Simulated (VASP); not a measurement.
# Bi2Te3: single point with RPBE

The system is Bi2Te3.

```
Bi Te
1.0
     2.19939    1.26982   10.10670
    -2.19939    1.26982   10.10670
     0.00000   -2.53964   10.10670
Bi Te
2 3
Direct
  0.40013 0.40013 0.40013
  0.59987 0.59987 0.59987
  0.00000 0.00000 0.00000
  0.20945 0.20945 0.20945
  0.79055 0.79055 0.79055
```

- Program: VASP 6.6.1
- Task: single point
- Functional: RPBE
- Potentials or basis: VASP PAW PBE potentials, release 64 (Bi_d, Te)
- Cutoff: 520 eV
- k mesh: 6 × 6 × 6
- Occupations: gaussian, width 0.05 eV
- Spin: no spin polarisation
- Dipole correction: no
- Further INCAR settings: ALGO = Normal; EDIFF = 1e-06; NBANDS = 32

| Quantity | Value |
| --- | --- |
| Pressure | 3.3 GPa |
| Largest force | 0.013 eV/Å |
| Band gap on the k mesh | 0.30 eV, direct |

Forces on the atoms (eV/Å):
```
Bi   0.000  0.000 -0.013
Bi   0.000  0.000  0.013
Te   0.000  0.000  0.000
Te   0.000  0.000 -0.009
Te   0.000  0.000  0.009
```

Stress tensor (GPa, compression positive):
```
3.23 0.00 0.00
0.00 3.23 0.00
0.00 0.00 3.41
```

Levels at points of the mesh, in eV from the valence-band top:
```
           k point  band 21  band 22  band 23  band 24  band 25  band 26  band 27  band 28
(0.00, 0.00, 0.00)    -1.75    -0.90    -0.90     0.00     0.30     0.64     0.64     1.96
(0.50, 0.00, 0.00)    -2.94    -2.38    -0.93    -0.50     0.61     1.08     2.82     2.83
(0.50, 0.50, 0.00)    -1.99    -1.78    -1.57    -0.91     0.94     1.54     2.08     2.68
(0.50, 0.50, 0.50)    -1.45    -1.20    -1.20    -0.41     0.83     1.13     1.13     1.64
```

It took 13 min on 1 thread of Intel(R) Xeon(R) Platinum 8488C (Sapphire Rapids) (shared host), peak memory 0.95 GiB.

Caveat: the PAW data sets were made with another functional, which shifts forces and pressure a little; spin-orbit coupling is left out, which moves the levels of the heavy elements. A k mesh can miss the band edges.
